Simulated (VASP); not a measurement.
# MoS2 (P6_3/mmc) in VASP: settings compared

MoS2 is run at these levels: PBE+D3(BJ), r2SCAN; tasks: relaxation of shape and atoms at fixed volume, single point.

All numbers are computed with VASP 6.6.1; they aren't measurements. Logs are shortened: lines on timing, memory, paths and dates and some standing lists are left out, and cuts for length are marked.

### 1 The cell of the first run

It takes space group P6_3/mmc (No. 194, hexagonal). Conventional cell: a = 3.191 Å, b = 3.191 Å, c = 12.478 Å, α = 90.00°, β = 90.00°, γ = 120.00°. Mo (site symmetry -6m2) has 6 S at 2.43 Å and 6 Mo at 3.19 Å within 3.2 Å. S (site symmetry 3m) has 3 Mo at 2.43 Å and 7 S at 3.16 to 3.19 Å within 3.2 Å.

### 2 Relaxation of shape and atoms at fixed volume, PBE+D3(BJ) (18.34 Å³/atom)

Contents of INCAR:

```
SYSTEM = MoS2
PREC = Accurate
ENCUT = 600
EDIFF = 1E-7
ISMEAR = 0
SIGMA = 0.02
LREAL = .False.
LASPH = .True.
NELM = 60
ALGO = Normal
ISIF = 4
LWAVE = .False.
LCHARG = .False.
GGA = PE
IVDW = 12
IBRION = 2
NSW = 50
EDIFFG = -0.01
```

Contents of KPOINTS:

```
Automatic mesh
0
Gamma
  12 12 4
  0 0 0
```

Contents of POSCAR:

```
MoS2
1.0
    3.1914845453      0.0000000000      0.0000000000
   -1.5957422727      2.7639066920      0.0000000000
    0.0000000000      0.0000000000     12.4776681656
Mo S
2 4
Direct
    0.3333333333      0.6666666667      0.2500000000
    0.6666666667      0.3333333333      0.7500000000
    0.3333333333      0.6666666667      0.6233982535
    0.6666666667      0.3333333333      0.1233982535
    0.3333333333      0.6666666667      0.8766017465
    0.6666666667      0.3333333333      0.3766017465
```

Potentials or basis: VASP PAW PBE potentials, release 64 (Mo_sv, S).

Launch:

```bash
$ cat potpaw_PBE.64/Mo_sv/POTCAR potpaw_PBE.64/S/POTCAR > POTCAR
$ mpirun -np 1 vasp_std > vasp.out
```

OUTCAR:

```text
SYSTEM = MoS2
   PREC = Accurate
   ENCUT = 600
   EDIFF = 1E-7
   ISMEAR = 0
   LREAL = .False.
   LASPH = .True.
   NELM = 60
   ISIF = 4
   GGA = PE
   IVDW = 12
   IBRION = 2
   NSW = 50
   EDIFFG = -0.01
 IVDW          = 12

 ion  position               nearest neighbor table
   1  0.333  0.667  0.250-   4 2.43   6 2.43   4 2.43   6 2.43   4 2.43   6 2.43
   2  0.667  0.333  0.750-   3 2.43   5 2.43   3 2.43   5 2.43   3 2.43   5 2.43
   3  0.333  0.667  0.623-   2 2.43   2 2.43   2 2.43
   4  0.667  0.333  0.123-   1 2.43   1 2.43   1 2.43
   5  0.333  0.667  0.877-   2 2.43   2 2.43   2 2.43
   6  0.667  0.333  0.377-   1 2.43   1 2.43   1 2.43

  LATTYP: Found a hexagonal cell.
 ALAT       =     3.1914845453
 C/A-ratio  =     3.9096752588

  Lattice vectors:

 A1 = (   3.1914845453,   0.0000000000,   0.0000000000)
 A2 = (  -1.5957422727,   2.7639066920,   0.0000000000)
 A3 = (   0.0000000000,   0.0000000000,  12.4776681656)

Analysis of symmetry for initial positions (statically):
=====================================================================
 Subroutine PRICEL returns:
 Original cell was already a primitive cell.

 Routine SETGRP: Setting up the symmetry group for a
 hexagonal supercell.

 Subroutine GETGRP returns: Found 24 space group operations
 (whereof 12 operations were pure point group operations)
 out of a pool of 24 trial point group operations.

The static configuration has the point symmetry D_3d.
 The point group associated with its full space group is D_6h.

Analysis of symmetry for dynamics (positions and initial velocities):
=====================================================================
 Subroutine PRICEL returns:
 Original cell was already a primitive cell.

 Routine SETGRP: Setting up the symmetry group for a
 hexagonal supercell.

 Subroutine GETGRP returns: Found 24 space group operations
 (whereof 12 operations were pure point group operations)
 out of a pool of 24 trial point group operations.

The dynamic configuration has the point symmetry D_3d.
 The point group associated with its full space group is D_6h.

 Subroutine INISYM returns: Found 24 space group operations
 (whereof 12 operations are pure point group operations),
 and found     1 'primitive' translations

----------------------------------------------------------------------------------------

                                     Primitive cell

  volume of cell :     110.0651

  direct lattice vectors                    reciprocal lattice vectors
     3.191484545  0.000000000  0.000000000     0.313333806  0.180903357  0.000000000
    -1.595742273  2.763906692  0.000000000     0.000000000  0.361806715  0.000000000
[... 80 lines left out ...]
   ions per type =               2   4
   NGX,Y,Z   is equivalent  to a cutoff of  14.59, 14.59, 13.32 a.u.
   NGXF,Y,Z  is equivalent  to a cutoff of  29.17, 29.17, 26.65 a.u.
 SYSTEM =  MoS2
   PREC   = accura    normal or accurate (medium, high low for compatibility)
   ISTART =      0    job   : 0-new  1-cont  2-samecut
   ICHARG =      2    charge: 1-file 2-atom 10-const
   ISPIN  =      1    spin polarized calculation?
   LNONCOLLINEAR =      F non collinear calculations
   LSORBIT =      F    spin-orbit coupling
   LASPH  =      T    aspherical Exc in radial PAW
   ENCUT  =  600.0 eV  44.10 Ry    6.64 a.u.   6.37  6.37 24.92*2*pi/ulx,y,z
   NELM   =     60;   NELMIN=  2; NELMDL= -5     # of ELM steps
   EDIFF  = 0.1E-06   stopping-criterion for ELM
   LREAL  =      F    real-space projection
   EDIFFG = -.1E-01   stopping-criterion for IOM
   NSW    =     50    number of steps for IOM
   IBRION =      2    ionic relax: 0-MD 1-quasi-New 2-CG
   NFREE  =      1    steps in history (QN), initial steepest desc. (CG)
   ISIF   =      4    stress and relaxation
   ISYM   =      2    0-nonsym 1-usesym 2-fastsym
   POTIM  = 0.5000    time-step for ionic-motion
   TEBEG  =    0.0;   TEEND  =   0.0 temperature during run
   PSTRESS=    0.0 pullay stress
   NELECT =      52.0000    total number of electrons
   NUPDOWN=      -1.0000    fix difference up-down
   EMIN   =  10.00;   EMAX   =-10.00  energy-range for DOS
   EFERMI =   0.00;   METHOD = LEGACY
   ISMEAR =     0;   SIGMA  =   0.02  broadening in eV -4-tet -1-fermi 0-gaus
   EFERMI_NEDOS =   21; number of points for ismear=-14 and -15
   IALGO  =     38    algorithm
   IMIX   =      4    mixing-type and parameters
     AMIX     =   0.40;   BMIX     =  1.00
     AMIX_MAG =   1.60;   BMIX_MAG =  1.00
  volume/ion in A,a.u.               =      18.34       123.79
  Fermi-wavevector in a.u.,A,eV,Ry     =   1.275047  2.409489 22.119591  1.625744
  Thomas-Fermi vector in A             =   2.407781
   LORBIT       =      0    0 simple, 1 ext, 2 COOP (PROOUT), +10 PAW based schemes
   GGA     = PE    functional components
   LHFCALC =     F    Hartree Fock is set to
   AEXX    =    0.0000 exact exchange contribution
   IVDW    =    12    specifies the selected vdW correction
   LEPSILON=     F    determine dielectric tensor
   LRPA    =     F    only Hartree local field effects (RPA)
 conjugate gradient relaxation of ions
 non-spin polarized calculation
 Gauss-broadening in eV      SIGMA  =   0.02
  energy-cutoff  :      600.00
  volume of cell :      110.07
 maximum number of plane-waves:      3705
 NGX is ok and might be reduce to    28
   NGX = 13   NGY = 13   NGZ = 49

--------------------------------------- Ionic step        1  -------------------------------------------

 number of electron      52.0000002 magnetization

 Free energy of the ion-electron system (eV)
  ---------------------------------------------------
  ext. energy  EPLUGINS =         0.00000000
  ---------------------------------------------------
  free energy    TOTEN  =       -43.62382791 eV

  energy without entropy =      -43.62382791  energy(sigma->0) =      -43.62382791

------------------------ aborting loop because EDIFF is reached ----------------------------------------

 Edisp (eV)   -2.47243

 E8    (eV) :    -0.9974
[... 167 lines left out ...]
--------------------------------------- Ionic step        5  -------------------------------------------

 number of electron      52.0000001 magnetization

 Free energy of the ion-electron system (eV)
  ---------------------------------------------------
  ext. energy  EPLUGINS =         0.00000000
  ---------------------------------------------------
  free energy    TOTEN  =       -43.65659091 eV

  energy without entropy =      -43.65659091  energy(sigma->0) =      -43.65659091

 E-fermi :   7.2383     XC(G=0): -10.6240

 val. band max:        7.0515083295   @ k =   0.0000   0.0000   0.0000
 cond. band min:       8.0933440305   @ k =   0.1667   0.1667   0.0000
 fundamental gap:      1.0418357009
 Fermi energy:         7.2383494693

 k-point     1 :       0.0000    0.0000    0.0000
  band No.  band energies     occupation
      1     -54.3581      2.00000
      2     -54.3581      2.00000
      3     -28.5087      2.00000
      4     -28.5086      2.00000
      5     -28.2887      2.00000
      6     -28.2887      2.00000
[... 805 lines left out ...]
     30       9.0733      0.00000
     31       9.7990      0.00000

 [... further k-points ...]

------------------------ aborting loop because EDIFF is reached ----------------------------------------

 Edisp (eV)   -2.47303

 E8    (eV) :    -0.9979
[... 29 lines left out ...]
  FREE ENERGIE OF THE ION-ELECTRON SYSTEM (eV)
  ---------------------------------------------------
  free  energy   TOTEN  =       -46.1296228101 eV

  energy  without entropy=      -46.1296228101  energy(sigma->0) =      -46.12962281

 reached required accuracy - stopping structural energy minimisation
```

OSZICAR:

```text
N       E                     dE             d eps       ncg     rms          rms(c)
DAV:   1     0.497190570709E+03    0.49719E+03   -0.31811E+04  3910   0.178E+03
DAV:   2    -0.176935168661E+02   -0.51488E+03   -0.50444E+03  4321   0.419E+02
DAV:   3    -0.459969675237E+02   -0.28303E+02   -0.28057E+02  4598   0.857E+01
[... 51 lines left out ...]
DAV:   6    -0.436565888179E+02    0.16519E-04   -0.23894E-04  4534   0.797E-02    0.335E-02
DAV:   7    -0.436565904080E+02   -0.15901E-05   -0.30945E-05  4511   0.303E-02    0.974E-03
DAV:   8    -0.436565906939E+02   -0.28581E-06   -0.36181E-06  4399   0.119E-02    0.387E-03
DAV:   9    -0.436565908752E+02   -0.18138E-06   -0.22565E-07  3308   0.249E-03    0.160E-03
DAV:  10    -0.436565909108E+02   -0.35519E-07   -0.10578E-07  2641   0.165E-03
   5 F= -.46129623E+02 E0= -.46129623E+02  d E =-.134747E-01
```

CONTCAR:

```text
MoS2
   1.00000000000000
     3.1684672218760350    0.0000000000052208    0.0000000000000000
    -1.5842336109831356    2.7439731051879765   -0.0000000000000000
    -0.0000000000000000   -0.0000000000000000   12.6596146366236262
  Mo              S
     2     4
Direct
     0.3333333332999970    0.6666666667000030    0.2500000000000000
     0.6666666667000030    0.3333333332999970    0.7500000000000000
     0.3333333332999970    0.6666666667000030    0.6265190159373104
     0.6666666667000030    0.3333333332999970    0.1265190159373104
     0.3333333332999970    0.6666666667000030    0.8734809840626896
     0.6666666667000030    0.3333333332999970    0.3734809840626896

  0.00000000E+00  0.00000000E+00  0.00000000E+00
  0.00000000E+00  0.00000000E+00  0.00000000E+00
  0.00000000E+00  0.00000000E+00  0.00000000E+00
  0.00000000E+00  0.00000000E+00  0.00000000E+00
  0.00000000E+00  0.00000000E+00  0.00000000E+00
  0.00000000E+00  0.00000000E+00  0.00000000E+00
```

Wall time 6.5 min (1 thread of Intel Xeon 6975P-C (Granite Rapids), shared host); peak memory 0.4 GiB.

Results:

* Free energy: -46.1296 eV
* Energy gained by relaxing: 5.6 meV/atom
* Ionic steps: 5
* Pressure after relaxing: -1.9 GPa
* Largest force after relaxing: 0.008 eV/Å
* Band gap on the k mesh: 1.04 eV (least direct gap 1.67 eV)
* Dispersion energy per atom: -0.412 eV

Forces in eV/Å, atoms in the order of the input:
```
Mo   0.000  0.000  0.000
Mo   0.000  0.000  0.000
S    0.000  0.000 -0.008
S    0.000  0.000 -0.008
S    0.000  0.000  0.008
S    0.000  0.000  0.008
```

Step by step:
```csv
step,energy change (eV),largest force (eV/Å),pressure (GPa),volume (Å³)
1,0.0000,0.4526,-5.25,110.07
2,-0.0199,0.0212,-3.28,110.07
3,-0.0199,0.0278,-3.32,110.07
4,-0.0298,0.0105,-2.64,110.07
5,-0.0334,0.0080,-1.91,110.07
```

Final structure:
```xyz
6
Lattice="3.1685 0.0000 0.0000 -1.5842 2.7440 0.0000 0.0000 0.0000 12.6596" Properties=species:S:1:pos:R:3 pbc="T T T"
Mo    0.0000    1.8293    3.1649
Mo    1.5842    0.9147    9.4947
S     0.0000    1.8293    7.9315
S     1.5842    0.9147    1.6017
S     0.0000    1.8293   11.0579
S     1.5842    0.9147    4.7281
```

A k mesh can miss the band edges.

### 3 Single point, r2SCAN, collinear spin

This run uses another cell than the first one, of 17.31 Å³/atom.

Contents of POSCAR:

```
MoS2
1.0
    3.1491693299      0.0000000000      0.0000000000
   -1.5745846649      2.7272606405      0.0000000000
    0.0000000000      0.0000000000     12.0898526222
Mo S
2 4
Direct
    0.3333333333      0.6666666667      0.2500000000
    0.6666666667      0.3333333333      0.7500000000
    0.3333333333      0.6666666667      0.6204902010
    0.6666666667      0.3333333333      0.1204902010
    0.3333333333      0.6666666667      0.8795097990
    0.6666666667      0.3333333333      0.3795097990
```

Contents of INCAR.step1:

```
ALGO     = Normal         # electronic algorithm
EDIFF    = 1E-4           # SCF threshold, eV
ENCUT    = 520            # plane-wave cutoff, eV
GGA      = PE             # functional
ISMEAR   = 0              # smearing method
ISPIN    = 2              # spin polarisation
LASPH    = T              # aspherical terms in the spheres
LCHARG   = F              # write CHGCAR
LMAXMIX  = 4              # l up to which the mixer works
LREAL    = F              # projectors in reciprocal space
LWAVE    = T              # write WAVECAR
MAGMOM   = 1 1 0 0 0 0    # initial moments
NBANDS   = 39             # bands
NELM     = 150            # most SCF steps
PREC     = Accurate       # precision mode
SIGMA    = 0.02           # smearing width, eV
```

Contents of INCAR.step2:

```
ALGO     = Normal         # electronic algorithm
EDIFF    = 1E-6           # SCF threshold, eV
ENCUT    = 520            # plane-wave cutoff, eV
ISIF     = 2              # what is computed and relaxed
ISMEAR   = 0              # smearing method
ISPIN    = 2              # spin polarisation
ISTART   = 1            
LASPH    = T              # aspherical terms in the spheres
LCHARG   = F              # write CHGCAR
LMAXMIX  = 4              # l up to which the mixer works
LMIXTAU  = T            
LORBIT   = 11             # projections on sites
LREAL    = F              # projectors in reciprocal space
LWAVE    = F              # write WAVECAR
MAGMOM   = 1 1 0 0 0 0    # initial moments
METAGGA  = R2SCAN         # meta-GGA
NBANDS   = 39             # bands
NELM     = 150            # most SCF steps
PREC     = Accurate       # precision mode
SIGMA    = 0.02           # smearing width, eV
```

Contents of KPOINTS:

```
k-points
0
Gamma
  12 12 4
```

Potentials or basis: VASP PAW PBE potentials, release 64 (Mo_sv, S).

Launch:

```bash
$ cat potpaw_PBE.64/Mo_sv/POTCAR potpaw_PBE.64/S/POTCAR > POTCAR
$ cp INCAR.step1 INCAR
$ mpirun -np 1 vasp_std > vasp.out
$ cp INCAR.step2 INCAR
$ mpirun -np 1 vasp_std > vasp.out
```

It took 32 min on 1 thread of Oxide Virtual Turin-like, shared host; peak memory 0.45 GiB.

Results (log left out):

* Free energy: -89.9831 eV
* Pressure: 3.1 GPa
* Largest force: 0.193 eV/Å
* Band gap on the k mesh: 0.90 eV (least direct gap 1.82 eV)
* Net moment: 0.00 μB per cell
* Valence electrons inside the program's atomic spheres: Mo 12.44; S 3.73

Forces on the atoms (eV/Å):
```
Mo   0.000  0.000  0.000
Mo   0.000  0.000  0.000
S    0.000  0.000  0.193
S    0.000  0.000  0.193
S    0.000  0.000 -0.193
S    0.000  0.000 -0.193
```

Stress tensor (GPa, compression positive):
```
3.67 0.00 0.00
0.00 3.67 0.00
0.00 0.00 1.96
```

Levels at points of the mesh, in eV from the valence-band top:
Spin up:
```csv
k point,band 22,band 23,band 24,band 25,band 26,band 27,band 28,band 29,band 30,band 31
"(0.00, 0.00, 0.00)",-2.29,-2.29,-1.31,-1.22,0.00,2.23,2.23,2.27,2.27,2.35
"(0.50, 0.00, 0.00)",-2.72,-1.93,-1.66,-1.55,-1.39,1.72,1.78,2.11,2.42,3.10
"(0.00, 0.00, 0.50)",-2.33,-2.33,-2.33,-0.29,-0.29,2.23,2.23,2.23,2.23,2.48
"(0.50, 0.00, 0.50)",-2.90,-1.80,-1.80,-1.46,-1.46,1.75,1.75,2.28,2.28,3.50
```
Spin down:
```tsv
k point	band 22	band 23	band 24	band 25	band 26	band 27	band 28	band 29	band 30	band 31
(0.00, 0.00, 0.00)	-2.29	-2.29	-1.31	-1.22	0.00	2.23	2.23	2.27	2.27	2.35
(0.50, 0.00, 0.00)	-2.72	-1.93	-1.66	-1.55	-1.39	1.72	1.78	2.11	2.42	3.10
(0.00, 0.00, 0.50)	-2.33	-2.33	-2.33	-0.29	-0.29	2.23	2.23	2.23	2.23	2.48
(0.50, 0.00, 0.50)	-2.90	-1.80	-1.80	-1.46	-1.46	1.75	1.75	2.28	2.28	3.50
```

Caveat: the cell stands under pressure; the PAW data sets were made with another functional, which shifts forces and pressure a little. r2SCAN opens gaps a little over a GGA but as a rule still falls short of measured ones.
